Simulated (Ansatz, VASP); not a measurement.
W: VASP beside Ansatz

File INCAR:

```
PREC = Accurate ; ENCUT = 520
EDIFF = 1E-8 ; ISMEAR = -1
SIGMA = 0.05 ; LREAL = F
LASPH = T ; NELM = 80
ALGO = Normal ; ISIF = 2
LWAVE = F ; LCHARG = F
GGA = PS ; LEFG = T
NBANDS = 13
```

The input KPOINTS:

```
regular mesh
0
Gamma
  14 14 14
```

File POSCAR:

```
W
1.0
    0.0000000000      2.0367442356      2.0367442356
    2.0367442356      0.0000000000      2.0367442356
    2.0367442356      2.0367442356      0.0000000000
W
1
Direct
    0.0000000000      0.0000000000      0.0000000000
```

Input for Ansatz:

```yaml
crystal:
  lattice:
    - [0.0, 2.0367442356, 2.0367442356]
    - [2.0367442356, 0.0, 2.0367442356]
    - [2.0367442356, 2.0367442356, 0.0]
  atoms:
    - { symbol: W, position: [0.0, 0.0, 0.0] }
kpoints:
  mp_grid: { grid: [14, 14, 14] }
scf:
  occupations: { method: fermi_dirac, width: 0.05 }
hamiltonian:
  xc: pbesol
  pseudopotentials: { kind: paw }
output:
  forces: true
  stress: true
  eigenvalues: true
  efg: { contact_densities: true }
  write_density: true
  write_potential: true
  elf: true
  volumetric_format: npy
```

Change from the starting cell: volume scaled by 1.01, PAW files.

Alike in both runs: task electric field gradients; functional PBEsol; k mesh 14 × 14 × 14; occupations fermi-dirac, width 0.05 eV; no spin polarisation.

|  | VASP | Ansatz |
| --- | --- | --- |
| version | VASP 6.6.1 | Ansatz 0.2.0 |
| potentials or method | VASP PAW PBE potentials, release 64 (W_sv) | PAW with Ansatz's default frozen-core files, scalar-relativistic |
| plane-wave cutoff (eV) | 520 | 420 |
| valence electrons in the cell | 14 | 14 |

Ansatz gave:

| Item | Value |
| --- | --- |
| pressure (GPa) | -15.1 |

Question: Estimate VASP's values.

Answer: Pressure (GPa): -14.6.

VASP's potentials were made for PBE, not for PBEsol.

Spin-orbit coupling is off throughout.
